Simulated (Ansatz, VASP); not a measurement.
# HfO2: VASP and Ansatz over several settings

```
Hf O
1.0
     5.55640    0.00000    0.00000
     0.00000    3.33360    0.00000
     0.00000    0.00000    6.50500
Hf O
4 8
Cartesian
  4.1600 2.5002 3.9542
  1.3964 0.8334 2.5508
  1.3818 2.5002 5.8033
  4.1746 0.8334 0.7017
  3.5533 0.8334 2.7542
  2.0031 2.5002 3.7508
  0.7751 0.8334 0.4983
  4.7813 2.5002 6.0067
  2.8937 0.8334 5.4736
  2.6627 2.5002 1.0313
  0.1155 0.8334 4.2838
  5.4409 2.5002 2.2212
```

Single points on this cell with VASP 6.6.1 and Ansatz 0.2.0. Each row is one pair of runs. Alike in all rows: spin: off; VASP's potentials, cutoff: VASP PAW PBE potentials, release 64 (Hf_pv, O), 520 eV; Ansatz's potentials, cutoff: Ansatz PAW, 420 eV.

| level | k mesh | smearing | gap on the k mesh at the Fermi level (eV), VASP | gap on the k mesh at the Fermi level (eV), Ansatz | least direct gap on the mesh (eV), VASP | least direct gap on the mesh (eV), Ansatz | pressure (GPa), VASP | pressure (GPa), Ansatz |
| --- | --- | --- | --- | --- | --- | --- | --- | --- |
| PBE | 5 × 8 × 4 | gaussian, width 0.011 eV | 3.40 | 3.46 | 3.40 | 3.46 | -0.4 | 3.3 |
| PBE | 9 × 14 × 7 | fermi-dirac, width 0.05 eV | 3.40 | 3.46 | 3.40 | 3.46 | -0.4 | 3.3 |
| PBE | 5 × 8 × 4 | gaussian, width 0.012 eV | 3.40 | 3.46 | 3.40 | 3.46 | -0.4 | 3.3 |
| PBE | 5 × 8 × 4 | gaussian, width 0.013 eV | 3.40 | 3.46 | 3.40 | 3.46 | -0.4 | 3.3 |
| PBE | 5 × 8 × 4 | gaussian, width 0.014 eV | 3.40 | 3.46 | 3.40 | 3.46 | -0.4 | 3.3 |

Gap on the k mesh at the fermi level (eV): the two programs differ by at most 0.053; least direct gap on the mesh (eV): the two programs differ by at most 0.053; pressure (GPa): the two programs differ by at most 3.7.

VASP's potentials hold 88 valence electrons a cell and Ansatz's 152, so a difference there can come from the potentials and not from the codes.

Neither program's run includes spin-orbit coupling. Noted on Ansatz's runs: odd divisions of the mesh miss points on the zone boundary, where band edges often lie, so the gap on the mesh can be too wide.
